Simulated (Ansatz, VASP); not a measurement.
CdSe: VASP beside Ansatz

```
Cd Se
1.0
     0.00000    3.07148    3.02283
     3.07148    0.00000    3.02283
     3.07148    3.07148    0.00000
Cd Se
1 1
Direct
  0.00000 0.00000 0.00000
  0.25000 0.25000 0.25000
```

Change from the starting cell: strained cell.

Alike in both runs: functional PBEsol; k mesh 8 × 8 × 8; occupations gaussian, width 0.02 eV; no spin polarisation.

Ansatz relaxed the structure, and its values are those at the end. VASP's run is a single point on that final structure, the one shown.

|  | VASP | Ansatz |
| --- | --- | --- |
| version | VASP 6.6.1 | Ansatz 0.2.0 |
| potentials or method | VASP PAW PBE potentials, release 64 (Cd, Se), cutoff 500 eV | scalar-relativistic, plane waves, PAW |
| valence electrons in the cell | 18 | 36 |

Ansatz gave:

| Quantity | Value |
| --- | --- |
| gap on the k mesh at the Fermi level (eV) | 0.42 |
| least direct gap on the mesh (eV) | 0.42 |
| pressure (GPa) | -0.7 |

Problem. What did VASP give for the same quantities?

Solution. gap on the k mesh at the Fermi level (eV): 0.42; least direct gap on the mesh (eV): 0.42; pressure (GPa): -0.4.

VASP's potentials were made for PBE, not for PBEsol, and Ansatz warns of the same on its side. VASP's potentials hold 18 valence electrons a cell and Ansatz's 36, so a difference there can come from the potentials and not from the codes. Ansatz's warnings: stress scf threshold loose.
